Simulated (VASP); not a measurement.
# Re in VASP: further runs, part 2 of 2

VASP 6.6.1.

### Step 3. Single point, PBE (normal strain along x +0.0550, normal strain along z +0.0825)

Input file INCAR:

```
PREC = Accurate
ENCUT = 520
EDIFF = 1E-6
ISMEAR = 0
SIGMA = 0.15
LREAL = False
LASPH = True
NELM = 80
ALGO = Fast
ISIF = 2
LWAVE = False
LCHARG = False
GGA = PE
NBANDS = 10
```

Input file KPOINTS:

```
regular mesh
0
Gamma
  10 10 10
```

Input file POSCAR:

```
Re
1.0
    0.0000000000      1.9577236186      2.1192358171
    2.0653984176      0.0000000000      2.1192358171
    2.0653984176      1.9577236186      0.0000000000
Re
1
Direct
    0.0000000000      0.0000000000      0.0000000000
```

Potentials or basis: VASP PAW PBE potentials, release 64 (Re).

Command:

```sh
$ cat potpaw_PBE.64/Re/POTCAR > POTCAR
$ mpirun -np 1 vasp_std > vasp.out
```

OUTCAR:

```text
PREC = Accurate
   ENCUT = 520
   EDIFF = 1E-6
   ISMEAR = 0
   LREAL = False
   LASPH = True
   NELM = 80
   ISIF = 2
   GGA = PE

 ion  position               nearest neighbor table
   1  0.000  0.000  0.000-

  LATTYP: Found a face centered orthorhombic cell.
 ALAT       =     3.9154472372
 B/A-ratio  =     1.0550000000
 C/A-ratio  =     1.0825000000

  Lattice vectors:

 A1 = (   2.0653984176,   0.0000000000,  -2.1192358171)
 A2 = (   0.0000000000,   1.9577236186,  -2.1192358171)
 A3 = (   2.0653984176,   1.9577236186,   0.0000000000)

Analysis of symmetry for initial positions (statically):
=====================================================================
 Subroutine PRICEL returns:
 Original cell was already a primitive cell.

 Routine SETGRP: Setting up the symmetry group for a
 face centered orthorhombic supercell.

 Subroutine GETGRP returns: Found  8 space group operations
 (whereof  8 operations were pure point group operations)
 out of a pool of  8 trial point group operations.

The static configuration has the point symmetry D_2h.

Analysis of symmetry for dynamics (positions and initial velocities):
=====================================================================
 Subroutine PRICEL returns:
 Original cell was already a primitive cell.

 Routine SETGRP: Setting up the symmetry group for a
 face centered orthorhombic supercell.

 Subroutine GETGRP returns: Found  8 space group operations
 (whereof  8 operations were pure point group operations)
 out of a pool of  8 trial point group operations.

The dynamic configuration has the point symmetry D_2h.

 Subroutine INISYM returns: Found  8 space group operations
 (whereof  8 operations are pure point group operations),
 and found     1 'primitive' translations

----------------------------------------------------------------------------------------

[... 109 lines left out ...]
     AMIX     =   0.40;   BMIX     =  1.00
     AMIX_MAG =   1.60;   BMIX_MAG =  1.00
  volume/ion in A,a.u.               =      17.14       115.65
  Fermi-wavevector in a.u.,A,eV,Ry     =   1.214654  2.295364 20.073831  1.475385
  Thomas-Fermi vector in A             =   2.350067
   LORBIT       =      0    0 simple, 1 ext, 2 COOP (PROOUT), +10 PAW based schemes
   GGA     = PE    functional components
   LHFCALC =     F    Hartree Fock is set to
   AEXX    =    0.0000 exact exchange contribution
   IVDW    =     0    specifies the selected vdW correction
   LEPSILON=     F    determine dielectric tensor
   LRPA    =     F    only Hartree local field effects (RPA)
 non-spin polarized calculation
 RMM-DIIS sequential band-by-band and
 Gauss-broadening in eV      SIGMA  =   0.15
  energy-cutoff  :      520.00
  volume of cell :       17.14
 maximum number of plane-waves:       475
 NGX is ok and might be reduce to    24
   NGX = 11   NGY = 11   NGZ = 11

 number of electron       7.0000000 magnetization

 Free energy of the ion-electron system (eV)
  ---------------------------------------------------
  ext. energy  EPLUGINS =         0.00000000
  ---------------------------------------------------
  free energy    TOTEN  =       -12.06113806 eV

  energy without entropy =      -12.04698675  energy(sigma->0) =      -12.05406240

 E-fermi :   6.4044     XC(G=0): -12.8991

 val. band max:        6.4018177838   @ k =  -0.2000   0.1000   0.3000
 cond. band min:       6.4118076531   @ k =  -0.4000   0.0000   0.4000
 fundamental gap:      0.0099898693
 Fermi energy:         6.4044303259

 k-point     1 :       0.0000    0.0000    0.0000
  band No.  band energies     occupation
      1      -2.7018      2.00000
      2       4.4263      2.00000
      3       4.7626      2.00000
      4       5.3672      2.00000
      5       6.7671      0.00063
      6       7.8322      0.00000
      7      20.1715      0.00000
      8      23.9843      0.00000
      9      24.6388      0.00000
     10      26.2159      0.00000
[... 287 lines left out ...]
 k-point    24 :       0.4000    0.3000    0.0000
  band No.  band energies     occupation
      1       1.0061      2.00000
      2       2.2366      2.00000
      3       5.0757      2.00000
      4       7.7948      0.00000
      5       8.9150      0.00000
      6       9.2385      0.00000
      7      18.7000      0.00000
      8      20.8955      0.00000
      9      21.1851      0.00000
     10      26.3996      0.00000

 [... further k-points ...]
[... 5 lines left out ...]
  --------------------------------------------------------------------------------------
  -------------------------------------------------------------------------------------
  Total       -4.0347466     -2.9876537     -4.6011769     -0.0000000      0.0000000      0.0000000
  in kB     -377.1918896   -279.3034704   -430.1451274     -0.0000000      0.0000000      0.0000000
  external PRESSURE =    -362.2134958 kB  Pullay stress =       0.0000000 kB

 VOLUME and BASIS-vectors are now :
 -----------------------------------------------------------------------------
  energy-cutoff  :      520.00
  volume of cell :       17.14
      direct lattice vectors                 reciprocal lattice vectors
     0.000000000  1.957723619  2.119235817    -0.242084043  0.255398666  0.235934102
     2.065398418  0.000000000  2.119235817     0.242084043 -0.255398666  0.235934102
     2.065398418  1.957723619  0.000000000     0.242084043  0.255398666 -0.235934102

 POSITION                                       TOTAL-FORCE (eV/Angst)
 -----------------------------------------------------------------------------------
      0.00000      0.00000      0.00000         0.000000      0.000000     -0.000000
 -----------------------------------------------------------------------------------
    total drift:                                0.000000     -0.000000     -0.000000

  FREE ENERGIE OF THE ION-ELECTRON SYSTEM (eV)
  ---------------------------------------------------
  free  energy   TOTEN  =       -12.0611380589 eV

  energy  without entropy=      -12.0469867474  energy(sigma->0) =      -12.05406240
```

OSZICAR:

```text
N       E                     dE             d eps       ncg     rms          rms(c)
DAV:   1     0.452985151466E+01    0.45299E+01   -0.33719E+03  5416   0.748E+02
DAV:   2    -0.125527192114E+02   -0.17083E+02   -0.15905E+02  5278   0.152E+02
DAV:   3    -0.128922098158E+02   -0.33949E+00   -0.33399E+00  5678   0.341E+01
DAV:   4    -0.128935642736E+02   -0.13545E-02   -0.13430E-02  5562   0.101E+00
DAV:   5    -0.128935666157E+02   -0.23422E-05   -0.23428E-05  4962   0.272E-02    0.224E+01
RMM:   6    -0.122118077229E+02    0.68176E+00   -0.11295E-01  3680   0.146E+01    0.683E+00
RMM:   7    -0.120647421741E+02    0.14707E+00   -0.97252E-01  5159   0.132E+01    0.191E+00
RMM:   8    -0.120612226897E+02    0.35195E-02   -0.62319E-03  4329   0.304E+00    0.198E-01
RMM:   9    -0.120610125934E+02    0.21010E-03   -0.16965E-02  5242   0.956E-01    0.602E-02
RMM:  10    -0.120611383954E+02   -0.12580E-03   -0.10138E-03  5314   0.226E-01    0.422E-02
RMM:  11    -0.120611381418E+02    0.25366E-06   -0.16822E-04  4875   0.176E-01    0.738E-03
RMM:  12    -0.120611384147E+02   -0.27286E-06   -0.33542E-05  4701   0.556E-02    0.826E-03
RMM:  13    -0.120611380589E+02    0.35578E-06   -0.30518E-06  3180   0.257E-02
   1 F= -.12061138E+02 E0= -.12054062E+02  d E =-.141513E-01
```

stdout:

```text
POSCAR found type information on POSCAR Re
 POSCAR found :  1 types and       1 ions
 scaLAPACK will be used
 LDA part: xc-table for (Slater+PW92), standard interpolation
 POSCAR, INCAR and KPOINTS ok, starting setup
 FFT: planning ... GRIDC
 FFT: planning ... GRID_SOFT
 FFT: planning ... GRID
 WAVECAR not read
 entering main loop
```

It took 26 s on 1 thread of AMD EPYC 9R45 (Zen 5), shared host; peak memory 0.13 GiB.

What came out:

```
Free energy : -12.0611 eV
Pressure    : -36.2 GPa
```

Stress tensor (GPa, compression positive):
```
-37.72   0.00   0.00
  0.00 -27.93   0.00
  0.00   0.00 -43.01
```

Caveat: the cell differs from its parent crystal (normal strain along x +0.0550, normal strain along z +0.0825); spin-orbit coupling is left out, which moves the levels of the heavy elements.

### Step 4. Single point, PBE (normal strain along x +0.0550, normal strain along z +0.1100)

Input file INCAR:

```
SYSTEM = Re
  PREC = Accurate
  ENCUT = 520
  EDIFF = 1E-7
  ISMEAR = 0
  SIGMA = 0.15
  LREAL = .FALSE.
  LASPH = .TRUE.
  NELM = 80
  ALGO = Normal
  ISIF = 2
  LWAVE = .FALSE.
  LCHARG = .FALSE.
  GGA = PE
  NBANDS = 10
```

Input file KPOINTS:

```
Automatic mesh
0
G
  10 10 10
  0 0 0
```

Input file POSCAR:

```
Re
1.0
    0.0000000000      1.9577236186      2.1730732166
    2.0653984176      0.0000000000      2.1730732166
    2.0653984176      1.9577236186      0.0000000000
Re
1
Direct
    0.0000000000      0.0000000000      0.0000000000
```

Command:

```sh
$ cat potpaw_PBE.64/Re/POTCAR > POTCAR
$ mpirun -np 1 vasp_std > vasp.out
```

It took 25 s on 1 thread of AMD EPYC 9R45 (Zen 5), shared host; peak memory 0.13 GiB.

The run converged. Its results:

| Quantity | Value |
| --- | --- |
| Free energy | -11.9359 eV |
| Pressure | -40.1 GPa |

Stress tensor (GPa, compression positive):
```
-39.40   0.00   0.00
  0.00 -31.67   0.00
  0.00   0.00 -49.12
```

Levels at points of the mesh, in eV from the Fermi level:
| k point | band 1 | band 2 | band 3 | band 4 | band 5 | band 6 |
| --- | --- | --- | --- | --- | --- | --- |
| (0.00, 0.00, 0.00) | -8.93 | -2.11 | -1.45 | -0.89 | 0.15 | 1.51 |
| (0.50, 0.00, 0.00) | -5.70 | -2.21 | -1.09 | 0.04 | 2.51 | 3.10 |
| (0.50, 0.50, 0.00) | -5.54 | -4.63 | 1.28 | 2.80 | 3.06 | 3.53 |
| (0.50, 0.00, 0.50) | -5.35 | -4.75 | 2.70 | 3.03 | 3.18 | 3.74 |
| (0.00, 0.50, 0.50) | -5.44 | -4.60 | 2.16 | 2.55 | 2.73 | 3.94 |

Caveat: the cell differs from its parent crystal (normal strain along x +0.0550, normal strain along z +0.1100); spin-orbit coupling is left out, which moves the levels of the heavy elements.

### Step 5. Single point, PBE (normal strain along x +0.0825, normal strain along z +0.1100)

Input file INCAR:

```
ALGO = Fast
EDIFF = 1E-6
ENCUT = 520
GGA = PE
ISIF = 2
ISMEAR = 0
LASPH = True
LCHARG = False
LREAL = False
LWAVE = False
NBANDS = 10
NELM = 100
PREC = Accurate
SIGMA = 0.15
```

Input file KPOINTS:

```
k-points
0
Gamma
  10 10 10
```

Input file POSCAR:

```
Re
1.0
    0.0000000000      1.9577236186      2.1730732166
    2.1192358171      0.0000000000      2.1730732166
    2.1192358171      1.9577236186      0.0000000000
Re
1
Direct
    0.0000000000      0.0000000000      0.0000000000
```

Potentials or basis: VASP PAW PBE potentials, release 64 (Re).

Command:

```sh
$ cat potpaw_PBE.64/Re/POTCAR > POTCAR
$ mpirun -np 1 vasp_std > vasp.out
```

OUTCAR:

```text
EDIFF = 1E-6
   ENCUT = 520
   GGA = PE
   ISIF = 2
   ISMEAR = 0
   LASPH = True
   LREAL = False
   NELM = 100
   PREC = Accurate

 ion  position               nearest neighbor table
   1  0.000  0.000  0.000-

  LATTYP: Found a face centered orthorhombic cell.
 ALAT       =     3.9154472372
 B/A-ratio  =     1.0825000000
 C/A-ratio  =     1.1100000000

  Lattice vectors:

 A1 = (   2.1192358171,   0.0000000000,  -2.1730732166)
 A2 = (   0.0000000000,   1.9577236186,  -2.1730732166)
 A3 = (   2.1192358171,   1.9577236186,   0.0000000000)

Analysis of symmetry for initial positions (statically):
=====================================================================
 Subroutine PRICEL returns:
 Original cell was already a primitive cell.

 Routine SETGRP: Setting up the symmetry group for a
 face centered orthorhombic supercell.

 Subroutine GETGRP returns: Found  8 space group operations
 (whereof  8 operations were pure point group operations)
 out of a pool of  8 trial point group operations.

The static configuration has the point symmetry D_2h.

Analysis of symmetry for dynamics (positions and initial velocities):
=====================================================================
 Subroutine PRICEL returns:
 Original cell was already a primitive cell.

 Routine SETGRP: Setting up the symmetry group for a
 face centered orthorhombic supercell.

 Subroutine GETGRP returns: Found  8 space group operations
 (whereof  8 operations were pure point group operations)
 out of a pool of  8 trial point group operations.

The dynamic configuration has the point symmetry D_2h.

 Subroutine INISYM returns: Found  8 space group operations
 (whereof  8 operations are pure point group operations),
 and found     1 'primitive' translations

----------------------------------------------------------------------------------------

[... 109 lines left out ...]
     AMIX     =   0.40;   BMIX     =  1.00
     AMIX_MAG =   1.60;   BMIX_MAG =  1.00
  volume/ion in A,a.u.               =      18.03       121.68
  Fermi-wavevector in a.u.,A,eV,Ry     =   1.194252  2.256808 19.405131  1.426237
  Thomas-Fermi vector in A             =   2.330246
   LORBIT       =      0    0 simple, 1 ext, 2 COOP (PROOUT), +10 PAW based schemes
   GGA     = PE    functional components
   LHFCALC =     F    Hartree Fock is set to
   AEXX    =    0.0000 exact exchange contribution
   IVDW    =     0    specifies the selected vdW correction
   LEPSILON=     F    determine dielectric tensor
   LRPA    =     F    only Hartree local field effects (RPA)
 non-spin polarized calculation
 RMM-DIIS sequential band-by-band and
 Gauss-broadening in eV      SIGMA  =   0.15
  energy-cutoff  :      520.00
  volume of cell :       18.03
 maximum number of plane-waves:       509
 NGX is ok and might be reduce to    24
   NGX = 11   NGY = 11   NGZ = 11

 number of electron       7.0000000 magnetization

 Free energy of the ion-electron system (eV)
  ---------------------------------------------------
  ext. energy  EPLUGINS =         0.00000000
  ---------------------------------------------------
  free energy    TOTEN  =       -11.81374686 eV

  energy without entropy =      -11.79893540  energy(sigma->0) =      -11.80634113

 E-fermi :   5.8689     XC(G=0): -12.6290

 val. band max:        5.8638629833   @ k =   0.2000   0.0000   0.2000
 cond. band min:       5.8721892154   @ k =   0.3000   0.2000   0.1000
 fundamental gap:      0.0083262322
 Fermi energy:         5.8689335544

 k-point     1 :       0.0000    0.0000    0.0000
  band No.  band energies     occupation
      1      -2.9002      2.00000
      2       3.9422      2.00000
      3       4.2594      2.00000
      4       5.0859      2.00000
      5       5.9959      0.23142
      6       7.2649      0.00000
      7      19.6038      0.00000
      8      22.9790      0.00000
      9      23.5467      0.00000
     10      25.7035      0.00000
[... 287 lines left out ...]
 k-point    24 :       0.4000    0.3000    0.0000
  band No.  band energies     occupation
      1       0.7065      2.00000
      2       1.9893      2.00000
      3       4.5157      2.00000
      4       7.1567      0.00000
      5       8.1466      0.00000
      6       8.4473      0.00000
      7      17.5678      0.00000
      8      19.5864      0.00000
      9      20.1540      0.00000
     10      25.3709      0.00000

 [... further k-points ...]
[... 5 lines left out ...]
  --------------------------------------------------------------------------------------
  -------------------------------------------------------------------------------------
  Total       -5.1894387     -3.9940262     -5.6681851      0.0000000      0.0000000      0.0000000
  in kB     -461.1008729   -354.8840461   -503.6392702      0.0000000      0.0000000      0.0000000
  external PRESSURE =    -439.8747298 kB  Pullay stress =       0.0000000 kB

 VOLUME and BASIS-vectors are now :
 -----------------------------------------------------------------------------
  energy-cutoff  :      520.00
  volume of cell :       18.03
      direct lattice vectors                 reciprocal lattice vectors
     0.000000000  1.957723619  2.173073217    -0.235934102  0.255398666  0.230088888
     2.119235817  0.000000000  2.173073217     0.235934102 -0.255398666  0.230088888
     2.119235817  1.957723619  0.000000000     0.235934102  0.255398666 -0.230088888

 POSITION                                       TOTAL-FORCE (eV/Angst)
 -----------------------------------------------------------------------------------
      0.00000      0.00000      0.00000         0.000000      0.000000     -0.000000
 -----------------------------------------------------------------------------------
    total drift:                               -0.000000     -0.000000      0.000000

  FREE ENERGIE OF THE ION-ELECTRON SYSTEM (eV)
  ---------------------------------------------------
  free  energy   TOTEN  =       -11.8137468642 eV

  energy  without entropy=      -11.7989354006  energy(sigma->0) =      -11.80634113
```

OSZICAR:

```text
N       E                     dE             d eps       ncg     rms          rms(c)
DAV:   1     0.493711359402E+01    0.49371E+01   -0.32885E+03  5378   0.731E+02
DAV:   2    -0.122870930367E+02   -0.17224E+02   -0.15953E+02  5208   0.146E+02
DAV:   3    -0.126923685701E+02   -0.40528E+00   -0.39313E+00  5610   0.396E+01
DAV:   4    -0.126946698607E+02   -0.23013E-02   -0.22996E-02  5558   0.148E+00
DAV:   5    -0.126946741709E+02   -0.43102E-05   -0.43109E-05  5076   0.354E-02    0.203E+01
RMM:   6    -0.119568285340E+02    0.73785E+00   -0.13248E-01  3685   0.158E+01    0.553E+00
RMM:   7    -0.118167104853E+02    0.14012E+00   -0.10838E+00  5162   0.136E+01    0.210E+00
RMM:   8    -0.118135732180E+02    0.31373E-02   -0.71496E-03  4314   0.338E+00    0.183E-01
RMM:   9    -0.118135743090E+02   -0.10910E-05   -0.19268E-02  5239   0.104E+00    0.708E-02
RMM:  10    -0.118137474400E+02   -0.17313E-03   -0.12451E-03  5289   0.244E-01    0.459E-02
RMM:  11    -0.118137476144E+02   -0.17444E-06   -0.18619E-04  5042   0.161E-01    0.633E-03
RMM:  12    -0.118137478414E+02   -0.22692E-06   -0.33455E-05  4555   0.451E-02    0.803E-03
RMM:  13    -0.118137468642E+02    0.97716E-06   -0.14124E-06  3029   0.264E-02
   1 F= -.11813747E+02 E0= -.11806341E+02  d E =-.148115E-01
```

Run time: 27 s. Hardware: 1 thread of AMD EPYC 9R45 (Zen 5), shared host; peak memory 0.13 GiB.

What came out:

```yaml
Free_energy: -11.8137 eV
Pressure: -44.0 GPa
```

Stress tensor (GPa, compression positive):
```
-46.11   0.00   0.00
  0.00 -35.49   0.00
  0.00   0.00 -50.36
```

Caveat: the cell differs from its parent crystal (normal strain along x +0.0825, normal strain along z +0.1100); spin-orbit coupling is left out, which moves the levels of the heavy elements.

### Step 6. The runs side by side

```csv
cell,gap on the mesh (eV),pressure (GPa)
"a = 2.925, b = 2.925, c = 2.769 Å, angles 61.8, 61.8, 56.5°, 1 atom",none,-29.4
"a = 2.885, b = 2.959, c = 2.846 Å, angles 59.6, 62.2, 58.3°, 1 atom",none,-36.2
"a = 2.925, b = 2.998, c = 2.846 Å, angles 60.0, 62.6, 57.4°, 1 atom",none,-40.1
"a = 2.925, b = 3.035, c = 2.885 Å, angles 59.1, 63.0, 57.9°, 1 atom",none,-44.0
```

Alike in all rows: task single point; level PBE; potentials or basis VASP PAW PBE potentials, release 64 (Re); no spin polarisation; k mesh 10 × 10 × 10; cutoff (eV) 520; smearing gaussian 0.15 eV.

Caveats: spin-orbit coupling is left out, which moves the levels of the heavy elements.

Total energies depend on the potentials used, so only differences within one code and one set of settings carry meaning.
